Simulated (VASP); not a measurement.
A run of VASP 6.6.1 is set up as follows.

File INCAR:

```
PREC = Accurate
ENCUT = 500
EDIFF = 1E-6
ISMEAR = 1
SIGMA = 0.001
LREAL = False
LASPH = True
NELM = 120
ALGO = Normal
ISIF = 2
LWAVE = False
LCHARG = False
GGA = PE
NBANDS = 30
GGA_COMPAT = False
```

The input KPOINTS:

```
regular mesh
0
Gamma
  4 4 4
```

File POSCAR:

```
CsSnBr3
1.0
    5.8411490944      0.0000000000      0.0000000000
    0.0000000000      5.8411490944      0.0000000000
    0.0000000000      0.0000000000      5.8411490944
Cs Sn Br
1 1 3
Direct
    0.0000000000      0.0000000000      0.0000000000
    0.5000000000      0.5000000000      0.5000000000
    0.5000000000      0.5000000000      0.0000000000
    0.5000000000      0.0000000000      0.5000000000
    0.0000000000      0.5000000000      0.5000000000
```

Potentials or basis: VASP PAW PBE potentials, release 64 (Cs_sv, Sn_d, Br).

Launch:

```console
$ cat potpaw_PBE.64/Cs_sv/POTCAR potpaw_PBE.64/Sn_d/POTCAR potpaw_PBE.64/Br/POTCAR > POTCAR
$ mpirun -np 1 vasp_std > vasp.out
```

Problem. Estimate the pressure.

Solution. 0.7 GPa.

Problem. Estimate the band gap on the k mesh.

Solution. 0.50 eV.

Caveat: semilocal functionals underestimate gaps, and a narrow one can read as zero; spin-orbit coupling is left out, which moves the levels of the heavy elements. A k mesh can miss the band edges.
